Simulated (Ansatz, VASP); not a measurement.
## Two plane-wave programs on Sn

File INCAR:

```
PREC     = Accurate       # precision mode
ENCUT    = 520            # plane-wave cutoff, eV
EDIFF    = 1E-6           # SCF threshold, eV
ISMEAR   = 0              # smearing method
SIGMA    = 0.15           # smearing width, eV
LREAL    = False          # projectors in reciprocal space
LASPH    = True           # aspherical terms in the spheres
NELM     = 80             # most SCF steps
ALGO     = Fast           # electronic algorithm
ISIF     = 2              # what is computed and relaxed
LWAVE    = False          # write WAVECAR
LCHARG   = False          # write CHGCAR
GGA      = PS             # functional
NBANDS   = 13             # bands
```

Contents of KPOINTS:

```
Automatic mesh
0
Gamma
  18 18 18
```

File POSCAR:

```
Sn
1.0
   -1.8188657464      1.8188657464      1.9704378920
    1.8188657464     -1.8188657464      1.9704378920
    1.8188657464      1.8188657464     -1.9704378920
Sn
1
Direct
    0.0000000000      0.0000000000      0.0000000000
```

Input for Ansatz:

```yaml
crystal:
  lattice:
    - [-1.8188657464, 1.8188657464, 1.970437892]
    - [1.8188657464, -1.8188657464, 1.970437892]
    - [1.8188657464, 1.8188657464, -1.970437892]
  atoms:
    - { symbol: Sn, position: [0.0, 0.0, 0.0] }
basis:
  ecutwfc: 420
kpoints:
  mp_grid: { grid: [18, 18, 18] }
hamiltonian:
  xc: pbesol
scf:
  occupations: { method: gaussian, width: 0.15 }
output:
  forces: true
  stress: true
  eigenvalues: true
  write_density: true
  write_potential: true
  elf: true
  volumetric_format: npy
```

Change from the starting cell: strain -0.040 along x and y, +0.040 along z, atoms carried along.

Alike in both runs: task single point; functional PBEsol; k mesh 18 × 18 × 18; occupations gaussian, width 0.15 eV; no spin polarisation.

|  | VASP | Ansatz |
| --- | --- | --- |
| version | VASP 6.6.1 | Ansatz 0.2.0 |
| potentials or method | VASP PAW PBE potentials, release 64 (Sn_d), cutoff 520 eV | scalar-relativistic, plane waves, PAW |
| valence electrons in the cell | 14 | 14 |

|  | VASP | Ansatz | Ansatz less VASP |
| --- | --- | --- | --- |
| gap on the k mesh at the Fermi level (eV) | none | none | - |
| pressure (GPa) | 0.2 | 0.3 | +0.01 |
| traceless stress, the component that is largest in VASP (GPa) | 0.41 | 0.42 | +0.002 |

VASP's potentials were made for PBE, not for PBEsol. A gap of «none» marks a metal or a gap that the smearing closes.
